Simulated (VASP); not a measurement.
# AlN (Fm-3m) in VASP: a series of runs, part 2 of 2

VASP 6.6.1. Earlier steps stand in the parts before.

## (4) Single point, PBEsol

The COD entry that gives the cell may itself be a prediction, so a difference from it is no test against experiment.

This run uses another cell than the first one, of 8.21 Å³/atom, 0.985 times its volume.

Input file INCAR:

```
PREC     = Accurate       # precision mode
ENCUT    = 520            # plane-wave cutoff, eV
EDIFF    = 1E-6           # SCF threshold, eV
ISMEAR   = 0              # smearing method
SIGMA    = 0.01           # smearing width, eV
LREAL    = False          # projectors in reciprocal space
LASPH    = True           # aspherical terms in the spheres
NELM     = 60             # most SCF steps
ALGO     = Normal         # electronic algorithm
ISIF     = 2              # what is computed and relaxed
LWAVE    = False          # write WAVECAR
LCHARG   = False          # write CHGCAR
GGA      = PS             # functional
NBANDS   = 11             # bands
```

Input file KPOINTS:

```
regular mesh
0
Gamma
  8 8 8
```

Input file POSCAR:

```
AlN
1.0
    0.0000000000      2.0175077230      2.0175077230
    2.0175077230      0.0000000000      2.0175077230
    2.0175077230      2.0175077230      0.0000000000
Al N
1 1
Direct
    0.0000000000      0.0000000000      0.0000000000
    0.5000000000      0.5000000000      0.5000000000
```

Potentials or basis: VASP PAW PBE potentials, release 64 (Al, N).

On the command line:

```sh
$ cat potpaw_PBE.64/Al/POTCAR potpaw_PBE.64/N/POTCAR > POTCAR
$ mpirun -np 1 vasp_std > vasp.out
```

OUTCAR:

```text
PREC = Accurate
   ENCUT = 520
   EDIFF = 1E-6
   ISMEAR = 0
   LREAL = False
   LASPH = True
   NELM = 60
   ISIF = 2
   GGA = PS

 ion  position               nearest neighbor table
   1  0.000  0.000  0.000-   2 2.02   2 2.02   2 2.02   2 2.02   2 2.02   2 2.02
   2  0.500  0.500  0.500-   1 2.02   1 2.02   1 2.02   1 2.02   1 2.02   1 2.02

  LATTYP: Found a face centered cubic cell.
 ALAT       =     4.0350154460

  Lattice vectors:

 A1 = (   0.0000000000,   2.0175077230,   2.0175077230)
 A2 = (   2.0175077230,   0.0000000000,   2.0175077230)
 A3 = (   2.0175077230,   2.0175077230,   0.0000000000)

Analysis of symmetry for initial positions (statically):
=====================================================================
 Subroutine PRICEL returns:
 Original cell was already a primitive cell.

 Routine SETGRP: Setting up the symmetry group for a
 face centered cubic supercell.

 Subroutine GETGRP returns: Found 48 space group operations
 (whereof 48 operations were pure point group operations)
 out of a pool of 48 trial point group operations.

The static configuration has the point symmetry O_h .

Analysis of symmetry for dynamics (positions and initial velocities):
=====================================================================
 Subroutine PRICEL returns:
 Original cell was already a primitive cell.

 Routine SETGRP: Setting up the symmetry group for a
 face centered cubic supercell.

 Subroutine GETGRP returns: Found 48 space group operations
 (whereof 48 operations were pure point group operations)
 out of a pool of 48 trial point group operations.

The dynamic configuration has the point symmetry O_h .

 Subroutine INISYM returns: Found 48 space group operations
 (whereof 48 operations are pure point group operations),
 and found     1 'primitive' translations

----------------------------------------------------------------------------------------

                                     Primitive cell

  volume of cell :      16.4239

  direct lattice vectors                    reciprocal lattice vectors
     0.000000000  2.017507723  2.017507723    -0.247830526  0.247830526  0.247830526
     2.017507723  0.000000000  2.017507723     0.247830526 -0.247830526  0.247830526
     2.017507723  2.017507723  0.000000000     0.247830526  0.247830526 -0.247830526

  length of vectors
     2.853186784  2.853186784  2.853186784     0.429255063  0.429255063  0.429255063

  position of ions in fractional coordinates (direct lattice)
     0.000000000  0.000000000  0.000000000
     0.500000000  0.500000000  0.500000000

  ion indices of the primitive-cell ions
   primitive index   ion index
                 1           1
                 2           2

----------------------------------------------------------------------------------------

 KPOINTS: regular mesh

Automatic generation of k-mesh.
 Grid dimensions read from file:
 generate k-points for:    8    8    8

 Generating k-lattice:

  Cartesian coordinates                     Fractional coordinates (reciprocal lattice)
    -0.030978816  0.030978816  0.030978816     0.125000000  0.000000000  0.000000000
     0.030978816 -0.030978816  0.030978816     0.000000000  0.125000000  0.000000000
     0.030978816  0.030978816 -0.030978816     0.000000000  0.000000000  0.125000000

  Length of vectors
     0.053656883  0.053656883  0.053656883

  Shift w.r.t. Gamma in fractional coordinates (k-lattice)
     0.000000000  0.000000000  0.000000000

 Subroutine IBZKPT returns following result:
 ===========================================

 Found     29 irreducible k-points:

 Following reciprocal coordinates:
            Coordinates               Weight
  0.000000  0.000000  0.000000      1.000000
  0.125000  0.000000  0.000000      8.000000
  0.250000  0.000000  0.000000      8.000000
  0.375000  0.000000  0.000000      8.000000
  0.500000  0.000000  0.000000      4.000000
  0.125000  0.125000  0.000000      6.000000
[... 16 lines left out ...]
  0.500000  0.250000  0.125000     48.000000
 -0.375000  0.250000  0.125000     24.000000
 [... further k-points ...]
   k-points           NKPTS =     29   k-points in BZ     NKDIM =     29   number of bands    NBANDS=     11
   number of dos      NEDOS =    301   number of ions     NIONS =      2
   total plane-waves  NPLWV =  13824
   dimension x,y,z NGX =    24 NGY =   24 NGZ =   24
   dimension x,y,z NGXF=    48 NGYF=   48 NGZF=   48
   ions per type =               1   1
   NGX,Y,Z   is equivalent  to a cutoff of  13.98, 13.98, 13.98 a.u.
   NGXF,Y,Z  is equivalent  to a cutoff of  27.97, 27.97, 27.97 a.u.
 SYSTEM =  unknown system
   PREC   = accura    normal or accurate (medium, high low for compatibility)
   ISTART =      0    job   : 0-new  1-cont  2-samecut
   ICHARG =      2    charge: 1-file 2-atom 10-const
   ISPIN  =      1    spin polarized calculation?
   LNONCOLLINEAR =      F non collinear calculations
   LSORBIT =      F    spin-orbit coupling
   LASPH  =      T    aspherical Exc in radial PAW
   ENCUT  =  520.0 eV  38.22 Ry    6.18 a.u.   5.31  5.31  5.31*2*pi/ulx,y,z
   NELM   =     60;   NELMIN=  2; NELMDL= -5     # of ELM steps
   EDIFF  = 0.1E-05   stopping-criterion for ELM
   LREAL  =      F    real-space projection
   EDIFFG = 0.1E-04   stopping-criterion for IOM
   NSW    =      0    number of steps for IOM
   IBRION =     -1    ionic relax: 0-MD 1-quasi-New 2-CG
   NFREE  =      0    steps in history (QN), initial steepest desc. (CG)
   ISIF   =      2    stress and relaxation
   ISYM   =      2    0-nonsym 1-usesym 2-fastsym
   POTIM  = 0.5000    time-step for ionic-motion
   TEBEG  =    0.0;   TEEND  =   0.0 temperature during run
   PSTRESS=    0.0 pullay stress
   NELECT =       8.0000    total number of electrons
   NUPDOWN=      -1.0000    fix difference up-down
   EMIN   =  10.00;   EMAX   =-10.00  energy-range for DOS
   EFERMI =   0.00;   METHOD = LEGACY
   ISMEAR =     0;   SIGMA  =   0.01  broadening in eV -4-tet -1-fermi 0-gaus
   EFERMI_NEDOS =   21; number of points for ismear=-14 and -15
   IALGO  =     38    algorithm
   IMIX   =      4    mixing-type and parameters
     AMIX     =   0.40;   BMIX     =  1.00
     AMIX_MAG =   1.60;   BMIX_MAG =  1.00
  volume/ion in A,a.u.               =       8.21        55.42
  Fermi-wavevector in a.u.,A,eV,Ry     =   1.288090  2.434138 22.574466  1.659176
  Thomas-Fermi vector in A             =   2.420065
   LORBIT       =      0    0 simple, 1 ext, 2 COOP (PROOUT), +10 PAW based schemes
   GGA     = PS    functional components
   LHFCALC =     F    Hartree Fock is set to
   AEXX    =    0.0000 exact exchange contribution
   IVDW    =     0    specifies the selected vdW correction
   LEPSILON=     F    determine dielectric tensor
   LRPA    =     F    only Hartree local field effects (RPA)
 non-spin polarized calculation
 Gauss-broadening in eV      SIGMA  =   0.01
  energy-cutoff  :      520.00
  volume of cell :       16.42
 maximum number of plane-waves:       459
 NGX is ok and might be reduce to    24
   NGX = 11   NGY = 11   NGZ = 11

 number of electron       7.9999999 magnetization

 Free energy of the ion-electron system (eV)
  ---------------------------------------------------
  ext. energy  EPLUGINS =         0.00000000
  ---------------------------------------------------
  free energy    TOTEN  =       -15.44766643 eV

  energy without entropy =      -15.44766643  energy(sigma->0) =      -15.44766643

 E-fermi :  10.0158     XC(G=0): -12.4813

 val. band max:        9.9669125655   @ k =   0.0000   0.0000   0.0000
 cond. band min:      14.5800869274   @ k =   0.5000   0.5000   0.0000
 fundamental gap:      4.6131743619
 Fermi energy:        10.0157915228

 k-point     1 :       0.0000    0.0000    0.0000
  band No.  band energies     occupation
      1      -7.6397      2.00000
      2       9.9669      2.00000
      3       9.9669      2.00000
      4       9.9669      2.00000
      5      15.7250      0.00000
      6      22.0117      0.00000
      7      22.0117      0.00000
      8      22.0117      0.00000
      9      27.1074      0.00000
     10      27.6994      0.00000
     11      27.6994      0.00000
[... 309 lines left out ...]
 k-point    24 :      -0.3750    0.2500    0.1250
  band No.  band energies     occupation
      1      -3.8034      2.00000
      2       2.4489      2.00000
      3       6.2070      2.00000
      4       7.9498      2.00000
      5      18.3489      0.00000
      6      18.5030      0.00000
      7      22.2602      0.00000
      8      22.7341      0.00000
      9      28.0531      0.00000
     10      28.9875      0.00000
     11      32.3636      0.00000

 [... further k-points ...]
[... 5 lines left out ...]
  --------------------------------------------------------------------------------------
  -------------------------------------------------------------------------------------
  Total        0.1979194      0.1979194      0.1979194     -0.0000000     -0.0000000     -0.0000000
  in kB       19.3073829     19.3073829     19.3073829     -0.0000000     -0.0000000     -0.0000000
  external PRESSURE =      19.3073829 kB  Pullay stress =       0.0000000 kB

 VOLUME and BASIS-vectors are now :
 -----------------------------------------------------------------------------
  energy-cutoff  :      520.00
  volume of cell :       16.42
      direct lattice vectors                 reciprocal lattice vectors
     0.000000000  2.017507723  2.017507723    -0.247830526  0.247830526  0.247830526
     2.017507723  0.000000000  2.017507723     0.247830526 -0.247830526  0.247830526
     2.017507723  2.017507723  0.000000000     0.247830526  0.247830526 -0.247830526

 POSITION                                       TOTAL-FORCE (eV/Angst)
 -----------------------------------------------------------------------------------
      0.00000      0.00000      0.00000         0.000000      0.000000      0.000000
      2.01751      2.01751      2.01751        -0.000000     -0.000000     -0.000000
 -----------------------------------------------------------------------------------
    total drift:                               -0.000000     -0.000000      0.000000

  FREE ENERGIE OF THE ION-ELECTRON SYSTEM (eV)
  ---------------------------------------------------
  free  energy   TOTEN  =       -15.4476664275 eV

  energy  without entropy=      -15.4476664275  energy(sigma->0) =      -15.44766643
```

Wall time 3.2 s (1 thread of Intel Xeon Platinum 8488C (Sapphire Rapids), shared host); peak memory 0.13 GiB.

Results:

```
Free energy            : -15.4477 eV
Pressure               : 1.9 GPa
Band gap on the k mesh : 4.61 eV, indirect (least direct gap 5.76 eV)
```

Levels at points of the mesh, in eV from the valence-band top:
| k point | band 1 | band 2 | band 3 | band 4 | band 5 | band 6 | band 7 | band 8 | band 9 |
| --- | --- | --- | --- | --- | --- | --- | --- | --- | --- |
| (0.00, 0.00, 0.00) | -17.61 | 0.00 | 0.00 | 0.00 | 5.76 | 12.04 | 12.04 | 12.04 | 17.14 |
| (0.50, 0.00, 0.00) | -14.28 | -8.41 | -1.10 | -1.10 | 6.08 | 10.95 | 10.95 | 13.35 | 16.02 |
| (0.50, 0.50, 0.00) | -13.27 | -7.49 | -2.84 | -2.84 | 4.61 | 5.13 | 14.04 | 17.26 | 17.26 |

Caveat: the PAW data sets were made with another functional, which shifts forces and pressure a little.

## (5) Single point, PBEsol

This run uses another cell than the first one, of 8.12 Å³/atom, 0.974 times its volume.

Input file INCAR:

```
SYSTEM = AlN
ALGO = Normal ; EDIFF = 1E-7
ENCUT = 520 ; GGA = PS
ISIF = 2 ; ISMEAR = 0
LASPH = .True. ; LCHARG = .False.
LREAL = .False. ; LWAVE = .False.
NBANDS = 11 ; NELM = 60
PREC = Accurate ; SIGMA = 0.01
```

Input file KPOINTS:

```
k-points
0
Gamma
  8 8 8
  0 0 0
```

Input file POSCAR:

```
AlN
1.0
    0.0000000000      2.0102420442      2.0102420442
    2.0102420442      0.0000000000      2.0102420442
    2.0102420442      2.0102420442      0.0000000000
Al N
1 1
Direct
    0.0000000000      0.0000000000      0.0000000000
    0.5000000000      0.5000000000      0.5000000000
```

On the command line:

```sh
$ cat potpaw_PBE.64/Al/POTCAR potpaw_PBE.64/N/POTCAR > POTCAR
$ mpirun -np 1 vasp_std > vasp.out
```

Wall time 3.6 s (1 thread of Intel Xeon Platinum 8488C (Sapphire Rapids), shared host); peak memory 0.12 GiB.

The run converged. Its results:

| Quantity | Value |
| --- | --- |
| Free energy | -15.4438 eV |
| Pressure | 4.9 GPa |
| Band gap on the k mesh | 4.72 eV, indirect (least direct gap 5.92 eV) |

Levels at points of the mesh, in eV from the valence-band top:
```tsv
k point	band 1	band 2	band 3	band 4	band 5	band 6	band 7	band 8
(0.00, 0.00, 0.00)	-17.71	0.00	0.00	0.00	5.92	12.08	12.08	12.08
(0.50, 0.00, 0.00)	-14.34	-8.48	-1.12	-1.12	6.15	11.04	11.04	13.51
(0.50, 0.50, 0.00)	-13.31	-7.56	-2.87	-2.87	4.72	5.11	14.17	17.43
```

Caveat: the PAW data sets were made with another functional, which shifts forces and pressure a little. A k mesh can miss the band edges.

## (6) Overview

| cell | gap on the mesh (eV) | pressure (GPa) |
| --- | --- | --- |
| a = 2.868 Å, angles 60.0°, 2 atoms | 4.47 | -2.1 |
| a = 2.860 Å, angles 60.0°, 2 atoms | 4.54 | -0.1 |
| a = 2.853 Å, angles 60.0°, 2 atoms | 4.61 | 1.9 |
| a = 2.843 Å, angles 60.0°, 2 atoms | 4.72 | 4.9 |

Alike in all rows: task single point; level PBEsol; potentials or basis VASP PAW PBE potentials, release 64 (Al, N); no spin polarisation; k mesh 8 × 8 × 8; cutoff (eV) 520; smearing gaussian 0.01 eV.

Caveats: the PAW data sets were made with another functional, which shifts forces and pressure a little.

Total energies depend on the potentials used, so only differences within one code and one set of settings carry meaning.
